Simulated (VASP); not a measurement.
# Pb8F15 (a cell with a defect) in VASP: molecular dynamics with PBE+D3(BJ)

Aim: the molecular dynamics of Pb8F15 (a cell with a defect) with PBE+D3(BJ).

All numbers are computed with VASP 6.6.1; they aren't measurements. Logs are shortened: lines on timing, memory, paths and dates and some standing lists are left out, and cuts for length are marked.

## 1. The cell of the first run

The cell holds a defect, 23 atoms: a = 7.521 Å, b = 7.521 Å, c = 8.674 Å, α = 90.10°, β = 90.10°, γ = 109.57°.

## 2. Molecular dynamics, PBE+D3(BJ)

File INCAR:

```
PREC = Accurate
ENCUT = 520
EDIFF = 1E-5
ISMEAR = -1
SIGMA = 0.05
LREAL = Auto
LASPH = True
NELM = 100
ALGO = Normal
ISIF = 2
LWAVE = False
LCHARG = True
GGA = PE
IVDW = 12
NBANDS = 126
IBRION = 0
NSW = 40
POTIM = 2.0
TEBEG = 650.0
TEEND = 650.0
ISYM = 0
NELMIN = 4
RANDOM_SEED = 400257 0 0
MDALGO = 3
LANGEVIN_GAMMA = 10 10
LUSENCCL = False
```

File KPOINTS:

```
regular mesh
0
Gamma
  1 1 1
```

File POSCAR:

```
Pb8F15
1.0
   -6.1445370000     -3.0620910000     -3.0715110000
    6.1445370000     -3.0620910000     -3.0715110000
    0.0000000000     -6.1241820000      6.1430210000
Pb F
8 15
Direct
    0.7612605000      0.2612605000      0.4887395000
    0.2612605000      0.2612605000      0.2387395000
    0.7612605000      0.2612605000      0.9887395000
    0.2612605000      0.2612605000      0.7387395000
    0.2612605000      0.7612605000      0.4887395000
    0.7612605000      0.7612605000      0.2387395000
    0.2612605000      0.7612605000      0.9887395000
    0.7612605000      0.7612605000      0.7387395000
    0.6308095000      0.3955825000      0.2293330000
    0.1530535000      0.3882805000      0.4868040000
    0.8955825000      0.6308095000      0.4793330000
    0.8882805000      0.1530535000      0.2368040000
    0.6308095000      0.3955825000      0.7293330000
    0.1530535000      0.3882805000      0.9868040000
    0.8955825000      0.6308095000      0.9793330000
    0.8882805000      0.1530535000      0.7368040000
    0.1308095000      0.8955825000      0.2293330000
    0.6530535000      0.8882805000      0.4868040000
    0.3955825000      0.1308095000      0.4793330000
    0.3882805000      0.6530535000      0.2368040000
    0.6530535000      0.8882805000      0.9868040000
    0.3955825000      0.1308095000      0.9793330000
    0.3882805000      0.6530535000      0.7368040000
```

Potentials or basis: VASP PAW PBE potentials, release 64 (Pb_d, F).

Started as:

```sh
> cat potpaw_PBE.64/Pb_d/POTCAR potpaw_PBE.64/F/POTCAR > POTCAR
> mpirun -np 1 vasp_gam > vasp.out
```

OUTCAR:

```text
PREC = Accurate
   ENCUT = 520
   EDIFF = 1E-5
   ISMEAR = -1
   LREAL = Auto
   LASPH = True
   NELM = 100
   ISIF = 2
   GGA = PE
   IVDW = 12
   IBRION = 0
   NSW = 40
   POTIM = 2.0
   TEBEG = 650.0
   ISYM = 0
   NELMIN = 4
 IVDW          = 12

 ion  position               nearest neighbor table
   1  0.761  0.261  0.489-  16 2.59  19 2.59  12 2.62  11 2.62  13 2.65  18 2.65   9 2.78  10 2.78

   2  0.261  0.261  0.239-  10 2.59  17 2.59  14 2.62   9 2.62  19 2.65  12 2.65  22 2.78  20 2.78

   3  0.761  0.261  0.989-  12 2.59  22 2.59  16 2.62  15 2.62   9 2.65  21 2.65  13 2.78  14 2.78

   4  0.261  0.261  0.739-  14 2.59  10 2.62  13 2.62  22 2.65  16 2.65  19 2.78  23 2.78
   5  0.261  0.761  0.489-  23 2.59  11 2.59  20 2.62  19 2.62  10 2.65  17 2.78  18 2.78
   6  0.761  0.761  0.239-  18 2.59   9 2.59  21 2.62  17 2.62  11 2.65  20 2.65  15 2.78  12 2.78

   7  0.261  0.761  0.989-  20 2.59  15 2.59  23 2.62  22 2.62  17 2.65  14 2.65  21 2.78
   8  0.761  0.761  0.739-  21 2.59  13 2.59  18 2.62  15 2.65  23 2.65  11 2.78  16 2.78
   9  0.631  0.396  0.229-   6 2.59   2 2.62   3 2.65   1 2.78
  10  0.153  0.388  0.487-   2 2.59   4 2.62   5 2.65   1 2.78
  11  0.896  0.631  0.479-   5 2.59   1 2.62   6 2.65   8 2.78
  12  0.888  0.153  0.237-   3 2.59   1 2.62   2 2.65   6 2.78
  13  0.631  0.396  0.729-   8 2.59   4 2.62   1 2.65   3 2.78
  14  0.153  0.388  0.987-   4 2.59   2 2.62   7 2.65   3 2.78
  15  0.896  0.631  0.979-   7 2.59   3 2.62   8 2.65   6 2.78
  16  0.888  0.153  0.737-   1 2.59   3 2.62   4 2.65   8 2.78
  17  0.131  0.896  0.229-   2 2.59   6 2.62   7 2.65   5 2.78
  18  0.653  0.888  0.487-   6 2.59   8 2.62   1 2.65   5 2.78
  19  0.396  0.131  0.479-   1 2.59   5 2.62   2 2.65   4 2.78
  20  0.388  0.653  0.237-   7 2.59   5 2.62   6 2.65   2 2.78
  21  0.653  0.888  0.987-   8 2.59   6 2.62   3 2.65   7 2.78
  22  0.396  0.131  0.979-   3 2.59   7 2.62   4 2.65   2 2.78
  23  0.388  0.653  0.737-   5 2.59   7 2.62   8 2.65   4 2.78

IMPORTANT INFORMATION: All symmetrisations will be switched off!
NOSYMM: (Re-)initialisation of all symmetry stuff for point group C_1.

----------------------------------------------------------------------------------------

                                     Primitive cell

  volume of cell :     462.3270

  direct lattice vectors                    reciprocal lattice vectors
    -6.144537000 -3.062091000 -3.071511000    -0.081373096 -0.081643550 -0.081393171
     6.144537000 -3.062091000 -3.071511000     0.081373096 -0.081643550 -0.081393171
     0.000000000 -6.124182000  6.143021000     0.000000000 -0.081643563  0.081393171

  length of vectors
     7.521031582  7.521031582  8.674232656     0.141110235  0.141110235  0.115284516

  position of ions in fractional coordinates (direct lattice)
     0.761260500  0.261260500  0.488739500
     0.261260500  0.261260500  0.238739500
     0.761260500  0.261260500  0.988739500
     0.261260500  0.261260500  0.738739500
     0.261260500  0.761260500  0.488739500
     0.761260500  0.761260500  0.238739500
[... 15 lines left out ...]
     0.395582500  0.130809500  0.979333000
     0.388280500  0.653053500  0.736804000

  ion indices of the primitive-cell ions
   primitive index   ion index
                 1           1
                 2           2
                 3           3
                 4           4
                 5           5
                 6           6
[... 15 lines left out ...]
                22          22
                23          23

----------------------------------------------------------------------------------------

 KPOINTS: regular mesh

Automatic generation of k-mesh.
 Grid dimensions read from file:
 generate k-points for:    1    1    1

 Generating k-lattice:

  Cartesian coordinates                     Fractional coordinates (reciprocal lattice)
    -0.081373096 -0.081643550 -0.081393171     1.000000000  0.000000000  0.000000000
     0.081373096 -0.081643550 -0.081393171     0.000000000  1.000000000  0.000000000
     0.000000000 -0.081643563  0.081393171     0.000000000  0.000000000  1.000000000

  Length of vectors
     0.141110235  0.141110235  0.115284516

  Shift w.r.t. Gamma in fractional coordinates (k-lattice)
     0.000000000  0.000000000  0.000000000

 Subroutine IBZKPT returns following result:
 ===========================================

 Found      1 irreducible k-points:

 Following reciprocal coordinates:
            Coordinates               Weight
  0.000000  0.000000  0.000000      1.000000
   k-points           NKPTS =      1   k-points in BZ     NKDIM =      1   number of bands    NBANDS=    126
   number of dos      NEDOS =    301   number of ions     NIONS =     23
   total plane-waves  NPLWV = 219520
   dimension x,y,z NGX =    56 NGY =   56 NGZ =   70
   dimension x,y,z NGXF=   112 NGYF=  112 NGZF=  140
   ions per type =               8  15
   NGX,Y,Z   is equivalent  to a cutoff of  12.38, 12.38, 13.42 a.u.
   NGXF,Y,Z  is equivalent  to a cutoff of  24.76, 24.76, 26.83 a.u.
 SYSTEM =  unknown system
   PREC   = accura    normal or accurate (medium, high low for compatibility)
   ISTART =      0    job   : 0-new  1-cont  2-samecut
   ICHARG =      2    charge: 1-file 2-atom 10-const
   ISPIN  =      1    spin polarized calculation?
   LNONCOLLINEAR =      F non collinear calculations
   LSORBIT =      F    spin-orbit coupling
   LASPH  =      T    aspherical Exc in radial PAW
   ENCUT  =  520.0 eV  38.22 Ry    6.18 a.u.  13.98 13.98 16.13*2*pi/ulx,y,z
   NELM   =    100;   NELMIN=  4; NELMDL= -5     # of ELM steps
   EDIFF  = 0.1E-04   stopping-criterion for ELM
   LREAL  =      T    real-space projection
   EDIFFG = 0.1E-03   stopping-criterion for IOM
   NSW    =     40    number of steps for IOM
   IBRION =      0    ionic relax: 0-MD 1-quasi-New 2-CG
   NFREE  =      0    steps in history (QN), initial steepest desc. (CG)
   ISIF   =      2    stress and relaxation
   ISYM   =      0    0-nonsym 1-usesym 2-fastsym
   POTIM  = 2.0000    time-step for ionic-motion
   TEBEG  =  650.0;   TEEND  = 650.0 temperature during run
   PSTRESS=    0.0 pullay stress
   NELECT =     217.0000    total number of electrons
   NUPDOWN=      -1.0000    fix difference up-down
   EMIN   =  10.00;   EMAX   =-10.00  energy-range for DOS
   EFERMI =   0.00;   METHOD = LEGACY
   ISMEAR =    -1;   SIGMA  =   0.05  broadening in eV -4-tet -1-fermi 0-gaus
   EFERMI_NEDOS =   21; number of points for ismear=-14 and -15
   IALGO  =     38    algorithm
   IMIX   =      4    mixing-type and parameters
     AMIX     =   0.40;   BMIX     =  1.00
     AMIX_MAG =   1.60;   BMIX_MAG =  1.00
  volume/ion in A,a.u.               =      20.10       135.65
  Fermi-wavevector in a.u.,A,eV,Ry     =   1.272267  2.404236 22.023257  1.618664
  Thomas-Fermi vector in A             =   2.405155
   LORBIT       =      0    0 simple, 1 ext, 2 COOP (PROOUT), +10 PAW based schemes
   GGA     = PE    functional components
   LHFCALC =     F    Hartree Fock is set to
   AEXX    =    0.0000 exact exchange contribution
   IVDW    =    12    specifies the selected vdW correction
   LEPSILON=     F    determine dielectric tensor
   LRPA    =     F    only Hartree local field effects (RPA)
 molecular dynamics for ions
 non-spin polarized calculation
  energy-cutoff  :      520.00
  volume of cell :      462.33
 maximum number of plane-waves:      6184
 NGX is ok and might be reduce to    54
   NGX = 27   NGY = 27   NGZ = 33

--------------------------------------- Ionic step        1  -------------------------------------------

 number of electron     216.9999919 magnetization

 Free energy of the ion-electron system (eV)
  ---------------------------------------------------
  ext. energy  EPLUGINS =         0.00000000
  ---------------------------------------------------
  free energy    TOTEN  =      -107.66307078 eV

  energy without entropy =     -107.59375606  energy(sigma->0) =     -107.62841342

------------------------ aborting loop because EDIFF is reached ----------------------------------------

 Edisp (eV)   -3.34193

 E8    (eV) :    -1.4656

  FORCE on cell =-STRESS in cart. coord.  units (eV):
  Direction    XX          YY          ZZ          XY          YZ          ZX
  --------------------------------------------------------------------------------------
  -------------------------------------------------------------------------------------
  Total     -10.13797    -9.32530    -9.64810     0.07365    -0.63208    -0.09456
  in kB     -35.13275   -32.31649   -33.43513     0.25522    -2.19046    -0.32771
  external pressure =      -33.63 kB  Pullay stress =        0.00 kB
[... 186 lines left out ...]
  ENERGY OF THE ELECTRON-ION-THERMOSTAT SYSTEM (eV)
  ---------------------------------------------------
% ion-electron   TOTEN  =      -110.988027  see above
  kinetic energy EKIN   =         1.755366
  kin. lattice  EKIN_LAT=         0.000000  (temperature  590.44 K)
  nose potential ES     =         0.000000
  nose kinetic   EPS    =         0.000000
  ---------------------------------------------------
  total energy   ETOTAL =      -109.232661 eV

[... ionic steps 4 to 37 ...]

--------------------------------------- Ionic step       38  -------------------------------------------

 number of electron     216.9999971 magnetization

------------------------ aborting loop because EDIFF is reached ----------------------------------------

 Edisp (eV)   -3.26357

 E8    (eV) :    -1.4280
[... 123 lines left out ...]
  ENERGY OF THE ELECTRON-ION-THERMOSTAT SYSTEM (eV)
  ---------------------------------------------------
% ion-electron   TOTEN  =      -109.834593  see above
  kinetic energy EKIN   =         1.343288
  kin. lattice  EKIN_LAT=         0.000000  (temperature  451.83 K)
  nose potential ES     =         0.000000
  nose kinetic   EPS    =         0.000000
  ---------------------------------------------------
  total energy   ETOTAL =      -108.491305 eV

--------------------------------------- Ionic step       40  -------------------------------------------

 number of electron     216.9999967 magnetization

 Free energy of the ion-electron system (eV)
  ---------------------------------------------------
  ext. energy  EPLUGINS =         0.00000000
  ---------------------------------------------------
  free energy    TOTEN  =      -106.59040131 eV

  energy without entropy =     -106.52108623  energy(sigma->0) =     -106.55574377

 E-fermi :   4.3984     XC(G=0):  -8.7819

 val. band max:        0.7711577838   @ k =   0.0000   0.0000   0.0000
 cond. band min:       4.3984185670   @ k =   0.0000   0.0000   0.0000
 fundamental gap:      3.6272607832
 Fermi energy:         4.3984185231

 k-point     1 :       0.0000    0.0000    0.0000
  band No.  band energies     occupation
      1     -20.3104      2.00000
      2     -20.1494      2.00000
      3     -19.8683      2.00000
      4     -19.7948      2.00000
      5     -19.7383      2.00000
      6     -19.6961      2.00000
[... 112 lines left out ...]
    119       6.8725      0.00000
    120       7.1635      0.00000
 [bands above 120 left out]

------------------------ aborting loop because EDIFF is reached ----------------------------------------

 Edisp (eV)   -3.26365

 E8    (eV) :    -1.4280

  FORCE on cell =-STRESS in cart. coord.  units (eV):
  Direction    XX          YY          ZZ          XY          YZ          ZX
  --------------------------------------------------------------------------------------
  -------------------------------------------------------------------------------------
  Total      -2.79163    -4.20916    -4.00641    -1.07061    -0.08676     0.30284
  in kB      -9.67429   -14.58668   -13.88406    -3.71017    -0.30067     1.04948
  external pressure =      -12.72 kB  Pullay stress =        0.00 kB
[... 44 lines left out ...]
  ENERGY OF THE ELECTRON-ION-THERMOSTAT SYSTEM (eV)
  ---------------------------------------------------
% ion-electron   TOTEN  =      -109.854050  see above
  kinetic energy EKIN   =         1.375252
  kin. lattice  EKIN_LAT=         0.000000  (temperature  462.58 K)
  nose potential ES     =         0.000000
  nose kinetic   EPS    =         0.000000
  ---------------------------------------------------
  total energy   ETOTAL =      -108.478798 eV
```

It took 15 min on 1 × NVIDIA H100 80GB with 1 thread of AMD EPYC 7R13 (Zen 3), shared host; peak memory 1.5 GiB.

What came out:

```yaml
Dispersion_energy_per_atom: -0.142 eV
```

Caveat: the k points lie up to 0.89 Å⁻¹ apart; spin-orbit coupling is left out, which moves the levels of the heavy elements.
